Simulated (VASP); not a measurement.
# Ir (R-3m) in VASP: further runs

The runs below take Ir through single point, with PBE.

All numbers are computed with VASP 6.6.1; they aren't measurements. Logs are shortened: lines on timing, memory, paths and dates and some standing lists are left out, and cuts for length are marked.

### 1 The cell of the first run

It takes space group R-3m (No. 166, trigonal). Conventional cell: a = 3.715 Å, b = 3.715 Å, c = 9.101 Å, α = 90.00°, β = 90.00°, γ = 120.00°. Within 2.9 Å of Ir (site symmetry 3m) lie 4 Ir at 2.21 to 2.50 Å.

### 2 Single point, PBE (shortest bond scaled by 1.1)

The input, INCAR:

```
SYSTEM = Ir
PREC     = Accurate       ! precision mode
ENCUT    = 520            ! plane-wave cutoff, eV
EDIFF    = 1E-7           ! SCF threshold, eV
ISMEAR   = -1             ! smearing method
SIGMA    = 0.05           ! smearing width, eV
LREAL    = .False.        ! projectors in reciprocal space
LASPH    = .True.         ! aspherical terms in the spheres
NELM     = 100            ! most SCF steps
ALGO     = Normal         ! electronic algorithm
ISIF     = 2              ! what is computed and relaxed
LWAVE    = .False.        ! write WAVECAR
LCHARG   = .False.        ! write CHGCAR
GGA      = PE             ! functional
NBANDS   = 16             ! bands
```

The input, KPOINTS:

```
regular mesh
0
Gamma
  10 10 10
  0 0 0
```

The input, POSCAR:

```
Ir
1.0
    0.0000000000      2.6272165707      2.6272165707
    2.6272165707      0.0000000000      2.6272165707
    2.6272165707      2.6272165707      0.0000000000
Ir
2
Direct
   -0.0875000000     -0.1375000000     -0.1375000000
    0.0875000000      0.1375000000      0.1375000000
```

Potentials or basis: VASP PAW PBE potentials, release 64 (Ir).

Launch:

```console
cat potpaw_PBE.64/Ir/POTCAR > POTCAR
mpirun -np 1 vasp_std > vasp.out
```

OUTCAR:

```text
SYSTEM = Ir
   PREC = Accurate
   ENCUT = 520
   EDIFF = 1E-7
   ISMEAR = -1
   LREAL = .False.
   LASPH = .True.
   NELM = 100
   ISIF = 2
   GGA = PE

 ion  position               nearest neighbor table
   1  0.913  0.862  0.862-   2 2.21   2 2.21   2 2.21   2 2.50
   2  0.087  0.138  0.138-   1 2.21   1 2.21   1 2.21   1 2.50

  LATTYP: Found a face centered cubic cell.
 ALAT       =     5.2544331414

  Lattice vectors:

 A1 = (   0.0000000000,   2.6272165707,   2.6272165707)
 A2 = (   2.6272165707,   0.0000000000,   2.6272165707)
 A3 = (   2.6272165707,   2.6272165707,   0.0000000000)

Analysis of symmetry for initial positions (statically):
=====================================================================
 Subroutine PRICEL returns:
 Original cell was already a primitive cell.

 Routine SETGRP: Setting up the symmetry group for a
 face centered cubic supercell.

 Subroutine GETGRP returns: Found 12 space group operations
 (whereof  4 operations were pure point group operations)
 out of a pool of 48 trial point group operations.

The static configuration has the point symmetry C_2h.
 The point group associated with its full space group is D_3d.

Analysis of symmetry for dynamics (positions and initial velocities):
=====================================================================
 Subroutine PRICEL returns:
 Original cell was already a primitive cell.

 Routine SETGRP: Setting up the symmetry group for a
 face centered cubic supercell.

 Subroutine GETGRP returns: Found 12 space group operations
 (whereof  4 operations were pure point group operations)
 out of a pool of 48 trial point group operations.

The dynamic configuration has the point symmetry C_2h.
 The point group associated with its full space group is D_3d.

 Subroutine INISYM returns: Found 12 space group operations
 (whereof  4 operations are pure point group operations),
 and found     1 'primitive' translations

----------------------------------------------------------------------------------------

                                     Primitive cell

  volume of cell :      36.2675

  direct lattice vectors                    reciprocal lattice vectors
     0.000000000  2.627216571  2.627216571    -0.190315487  0.190315487  0.190315487
     2.627216571  0.000000000  2.627216571     0.190315487 -0.190315487  0.190315487
     2.627216571  2.627216571  0.000000000     0.190315487  0.190315487 -0.190315487

  length of vectors
     3.715445306  3.715445306  3.715445306     0.329636092  0.329636092  0.329636092

  position of ions in fractional coordinates (direct lattice)
     0.912500000  0.862500000  0.862500000
     0.087500000  0.137500000  0.137500000

  ion indices of the primitive-cell ions
   primitive index   ion index
                 1           1
                 2           2

----------------------------------------------------------------------------------------

 KPOINTS: regular mesh

Automatic generation of k-mesh.
 Grid dimensions read from file:
 generate k-points for:   10   10   10

 Generating k-lattice:

  Cartesian coordinates                     Fractional coordinates (reciprocal lattice)
    -0.019031549  0.019031549  0.019031549     0.100000000  0.000000000  0.000000000
     0.019031549 -0.019031549  0.019031549     0.000000000  0.100000000  0.000000000
     0.019031549  0.019031549 -0.019031549     0.000000000  0.000000000  0.100000000

  Length of vectors
     0.032963609  0.032963609  0.032963609

  Shift w.r.t. Gamma in fractional coordinates (k-lattice)
     0.000000000  0.000000000  0.000000000

 Subroutine IBZKPT returns following result:
 ===========================================

 Found    116 irreducible k-points:

 Following reciprocal coordinates:
            Coordinates               Weight
  0.000000  0.000000  0.000000      1.000000
  0.100000  0.000000  0.000000      2.000000
  0.000000  0.100000  0.000000      6.000000
  0.200000  0.000000  0.000000      2.000000
  0.000000  0.200000  0.000000      6.000000
  0.300000  0.000000  0.000000      2.000000
[... 16 lines left out ...]
  0.000000  0.500000  0.100000     12.000000
  0.100000  0.000000  0.500000      6.000000
 [... further k-points ...]
   k-points           NKPTS =    116   k-points in BZ     NKDIM =    116   number of bands    NBANDS=     16
   number of dos      NEDOS =    301   number of ions     NIONS =      2
   total plane-waves  NPLWV =  21952
   dimension x,y,z NGX =    28 NGY =   28 NGZ =   28
   dimension x,y,z NGXF=    56 NGYF=   56 NGZF=   56
   ions per type =               2
   NGX,Y,Z   is equivalent  to a cutoff of  12.53, 12.53, 12.53 a.u.
   NGXF,Y,Z  is equivalent  to a cutoff of  25.06, 25.06, 25.06 a.u.
 SYSTEM =  Ir
   PREC   = accura    normal or accurate (medium, high low for compatibility)
   ISTART =      0    job   : 0-new  1-cont  2-samecut
   ICHARG =      2    charge: 1-file 2-atom 10-const
   ISPIN  =      1    spin polarized calculation?
   LNONCOLLINEAR =      F non collinear calculations
   LSORBIT =      F    spin-orbit coupling
   LASPH  =      T    aspherical Exc in radial PAW
   ENCUT  =  520.0 eV  38.22 Ry    6.18 a.u.   6.91  6.91  6.91*2*pi/ulx,y,z
   NELM   =    100;   NELMIN=  2; NELMDL= -5     # of ELM steps
   EDIFF  = 0.1E-06   stopping-criterion for ELM
   LREAL  =      F    real-space projection
   EDIFFG = 0.1E-05   stopping-criterion for IOM
   NSW    =      0    number of steps for IOM
   IBRION =     -1    ionic relax: 0-MD 1-quasi-New 2-CG
   NFREE  =      0    steps in history (QN), initial steepest desc. (CG)
   ISIF   =      2    stress and relaxation
   ISYM   =      2    0-nonsym 1-usesym 2-fastsym
   POTIM  = 0.5000    time-step for ionic-motion
   TEBEG  =    0.0;   TEEND  =   0.0 temperature during run
   PSTRESS=    0.0 pullay stress
   NELECT =      18.0000    total number of electrons
   NUPDOWN=      -1.0000    fix difference up-down
   EMIN   =  10.00;   EMAX   =-10.00  energy-range for DOS
   EFERMI =   0.00;   METHOD = LEGACY
   ISMEAR =    -1;   SIGMA  =   0.05  broadening in eV -4-tet -1-fermi 0-gaus
   EFERMI_NEDOS =   21; number of points for ismear=-14 and -15
   IALGO  =     38    algorithm
   IMIX   =      4    mixing-type and parameters
     AMIX     =   0.40;   BMIX     =  1.00
     AMIX_MAG =   1.60;   BMIX_MAG =  1.00
  volume/ion in A,a.u.               =      18.13       122.37
  Fermi-wavevector in a.u.,A,eV,Ry     =   1.296164  2.449394 22.858330  1.680040
  Thomas-Fermi vector in A             =   2.427637
   LORBIT       =      0    0 simple, 1 ext, 2 COOP (PROOUT), +10 PAW based schemes
   GGA     = PE    functional components
[... 5 lines left out ...]
 non-spin polarized calculation
  energy-cutoff  :      520.00
  volume of cell :       36.27
 maximum number of plane-waves:       990
   NGX = 13   NGY = 13   NGZ = 13

 number of electron      17.9999999 magnetization

 Free energy of the ion-electron system (eV)
  ---------------------------------------------------
  ext. energy  EPLUGINS =         0.00000000
  ---------------------------------------------------
  free energy    TOTEN  =       -14.19104740 eV

  energy without entropy =      -14.17873106  energy(sigma->0) =      -14.18488923

 E-fermi :   7.5455     XC(G=0): -12.1086

 val. band max:        7.5384488049   @ k =   0.0000  -0.3000   0.2000
 cond. band min:       7.5459418705   @ k =  -0.2000   0.2000   0.0000
 fundamental gap:      0.0074930656
 Fermi energy:         7.5455440785

 k-point     1 :       0.0000    0.0000    0.0000
  band No.  band energies     occupation
      1      -1.8760      2.00000
      2       1.0934      2.00000
      3       1.0934      2.00000
      4       1.4142      2.00000
      5       2.1170      2.00000
      6       2.1170      2.00000
[... 8 lines left out ...]
     15      20.0607      0.00000
     16      21.2351      0.00000

 k-point     2 :       0.1000    0.0000    0.0000
  band No.  band energies     occupation
      1      -1.6951      2.00000
      2       1.0796      2.00000
      3       1.0796      2.00000
      4       1.4998      2.00000
      5       2.1938      2.00000
      6       2.1938      2.00000
[... 8 lines left out ...]
     15      19.8405      0.00000
     16      20.1885      0.00000

 k-point     3 :       0.0000    0.1000    0.0000
  band No.  band energies     occupation
      1      -1.6623      2.00000
      2       0.9326      2.00000
      3       0.9338      2.00000
      4       1.5184      2.00000
      5       2.1891      2.00000
      6       2.2640      2.00000
[... 8 lines left out ...]
     15      20.0612      0.00000
     16      21.2548      0.00000

 k-point     4 :       0.2000    0.0000    0.0000
  band No.  band energies     occupation
      1      -1.2140      2.00000
      2       1.0855      2.00000
      3       1.0855      2.00000
      4       1.8103      2.00000
      5       2.3291      2.00000
      6       2.3291      2.00000
[... 8 lines left out ...]
     15      19.1901      0.00000
     16      20.8595      0.00000

 k-point     5 :       0.0000    0.2000    0.0000
  band No.  band energies     occupation
      1      -1.0620      2.00000
      2       0.7108      2.00000
      3       0.7994      2.00000
      4       1.3776      2.00000
      5       2.3124      2.00000
      6       2.4907      2.00000
[... 8 lines left out ...]
     15      19.4487      0.00000
     16      21.3864      0.00000

 k-point     6 :       0.3000    0.0000    0.0000
  band No.  band energies     occupation
      1      -0.6223      2.00000
      2       1.1622      2.00000
      3       1.1622      2.00000
      4       2.3720      2.00000
      5       2.3720      2.00000
      6       2.4589      2.00000
[... 8 lines left out ...]
     15      18.4155      0.00000
     16      21.8952      0.00000

 k-point     7 :       0.0000    0.3000    0.0000
  band No.  band energies     occupation
      1      -0.2400      2.00000
      2       0.6333      2.00000
      3       0.7364      2.00000
      4       1.1950      2.00000
      5       2.0083      2.00000
      6       2.6954      2.00000
[... 8 lines left out ...]
     15      19.1193      0.00000
     16      21.4964      0.00000

 k-point     8 :       0.4000    0.0000    0.0000
  band No.  band energies     occupation
      1      -0.1545      2.00000
      2       1.2910      2.00000
      3       1.2910      2.00000
      4       2.2958      2.00000
      5       2.2958      2.00000
      6       3.0252      2.00000
[... 8 lines left out ...]
     15      17.8597      0.00000
     16      22.0310      0.00000

 k-point     9 :       0.0000    0.4000    0.0000
  band No.  band energies     occupation
      1       0.3405      2.00000
      2       0.6657      2.00000
      3       0.7430      2.00000
      4       1.4140      2.00000
      5       1.5471      2.00000
      6       2.5445      2.00000
[... 8 lines left out ...]
     15      19.0281      0.00000
     16      21.5748      0.00000
[... 172 lines left out ...]
 k-point    19 :       0.4000    0.1000    0.0000
  band No.  band energies     occupation
      1      -0.1207      2.00000
      2       0.7822      2.00000
      3       1.4443      2.00000
      4       2.2436      2.00000
      5       2.5358      2.00000
      6       3.0335      2.00000
[... 8 lines left out ...]
     15      17.5838      0.00000
     16      21.8641      0.00000

 k-point    20 :       0.0000    0.4000    0.1000
  band No.  band energies     occupation
      1       0.1728      2.00000
      2       0.4466      2.00000
      3       0.8527      2.00000
      4       1.4700      2.00000
      5       1.9746      2.00000
      6       2.6266      2.00000
[... 8 lines left out ...]
     15      18.2068      0.00000
     16      22.0074      0.00000

 k-point    21 :       0.1000    0.0000    0.4000
  band No.  band energies     occupation
      1       0.2728      2.00000
      2       0.6766      2.00000
      3       0.9220      2.00000
      4       0.9343      2.00000
      5       1.5855      2.00000
      6       2.8793      2.00000
[... 8 lines left out ...]
     15      18.0344      0.00000
     16      22.2771      0.00000

 k-point    22 :       0.5000    0.1000    0.0000
  band No.  band energies     occupation
      1       0.1552      2.00000
      2       0.9923      2.00000
      3       1.2760      2.00000
      4       2.2471      2.00000
      5       2.4498      2.00000
      6       3.1619      2.00000
[... 8 lines left out ...]
     15      17.4165      0.00000
     16      22.3852      0.00000

 k-point    23 :       0.0000    0.5000    0.1000
  band No.  band energies     occupation
      1       0.0595      2.00000
      2       0.8097      2.00000
      3       0.9998      2.00000
      4       1.3877      2.00000
      5       1.9691      2.00000
      6       2.3500      2.00000
[... 8 lines left out ...]
     15      18.4277      0.00000
     16      22.2200      0.00000

 k-point    24 :       0.1000    0.0000    0.5000
  band No.  band energies     occupation
      1       0.3107      2.00000
      2       0.7477      2.00000
      3       0.9243      2.00000
      4       1.3956      2.00000
      5       1.5691      2.00000
      6       2.5513      2.00000
[... 8 lines left out ...]
     15      17.7432      0.00000
     16      22.5476      0.00000

 [... further k-points ...]
[... 5 lines left out ...]
  --------------------------------------------------------------------------------------
  -------------------------------------------------------------------------------------
  Total       12.0470440     12.0470440     12.0470440      4.1819131     -4.1819131      4.1819131
  in kB      532.1982715    532.1982715    532.1982715    184.7429906   -184.7429906    184.7429906
  external PRESSURE =     532.1982715 kB  Pullay stress =       0.0000000 kB

 VOLUME and BASIS-vectors are now :
 -----------------------------------------------------------------------------
  energy-cutoff  :      520.00
  volume of cell :       36.27
      direct lattice vectors                 reciprocal lattice vectors
     0.000000000  2.627216571  2.627216571    -0.190315487  0.190315487  0.190315487
     2.627216571  0.000000000  2.627216571     0.190315487 -0.190315487  0.190315487
     2.627216571  2.627216571  0.000000000     0.190315487  0.190315487 -0.190315487

 POSITION                                       TOTAL-FORCE (eV/Angst)
 -----------------------------------------------------------------------------------
      4.53195      4.66331      4.66331         3.409929     -3.409929     -3.409929
      0.72248      0.59112      0.59112        -3.409929      3.409929      3.409929
 -----------------------------------------------------------------------------------
    total drift:                               -0.000000      0.000000      0.000000

  FREE ENERGIE OF THE ION-ELECTRON SYSTEM (eV)
  ---------------------------------------------------
  free  energy   TOTEN  =       -14.1910474050 eV

  energy  without entropy=      -14.1787310621  energy(sigma->0) =      -14.18488923
```

Wall time 1.8 min (1 thread of AMD EPYC 9R45, shared host); peak memory 0.17 GiB.

Results:

| Quantity | Value |
| --- | --- |
| Free energy | -14.1910 eV |
| Pressure | 53.2 GPa |
| Largest force | 5.906 eV/Å |
| Band gap on the k mesh | zero (band 9 reaches 8.29 eV, above the bottom of band 10 at 6.54 eV) |

Forces on the atoms (eV/Å):
```
Ir   3.410 -3.410 -3.410
Ir  -3.410  3.410  3.410
```

Caveat: the cell differs from its parent crystal (shortest bond scaled by 1.1); spin-orbit coupling is left out, which moves the levels of the heavy elements; forces of over 1 eV/Å act on the atoms, so gaps and moduli don't describe the material at rest.

(Part 1 of 2 ends here.)
